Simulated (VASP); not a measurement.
Runs of VASP 6.6.1 on Ag. The structure is that of space group P6_3/mmc (No. 194), or close to it. The cells are those of the table. This isn't the form of Ag at room conditions, which is fcc.

| cell | further INCAR settings | gap on the mesh (eV) | pressure (GPa) |
| --- | --- | --- | --- |
| a = 2.981, b = 2.981, c = 9.707 Å, angles 90.0, 90.0, 120.0°, 4 atoms | ALGO = Fast; EDIFF = 1e-06; NBANDS = 30 | none | -3.6 |
| a = 2.937, b = 2.937, c = 9.850 Å, angles 90.0, 90.0, 120.0°, 4 atoms | ALGO = Fast; EDIFF = 1e-06; NBANDS = 30 | none | (b) |
| a = 3.025, b = 3.025, c = 9.277 Å, angles 90.0, 90.0, 120.0°, 4 atoms | ALGO = Fast; EDIFF = 1e-06; NBANDS = 30 | none | (a) |
| a = 3.025, b = 3.025, c = 9.420 Å, angles 90.0, 90.0, 120.0°, 4 atoms | ALGO = Fast; EDIFF = 1e-07; NBANDS = 30 | none | -3.4 |
| a = 2.981, b = 2.981, c = 9.564 Å, angles 90.0, 90.0, 120.0°, 4 atoms | ALGO = Fast; EDIFF = 1e-07; NBANDS = 30 | none | -2.5 |

Alike in all rows: task single point; level PBE; potentials or basis VASP PAW PBE potentials, release 64 (Ag); no spin polarisation; k mesh 18 × 18 × 6; cutoff (eV) 520; smearing gaussian 0.15 eV.

Q: Fill in the values left out.

A: (a) -2.0; (b) -2.4.

Caveats: the cell stands under tension (at least some runs).

A k mesh can miss the band edges, and the runs leave out spin-orbit coupling on Ag.

A gap of «none» marks levels without a gap at the run's occupations.
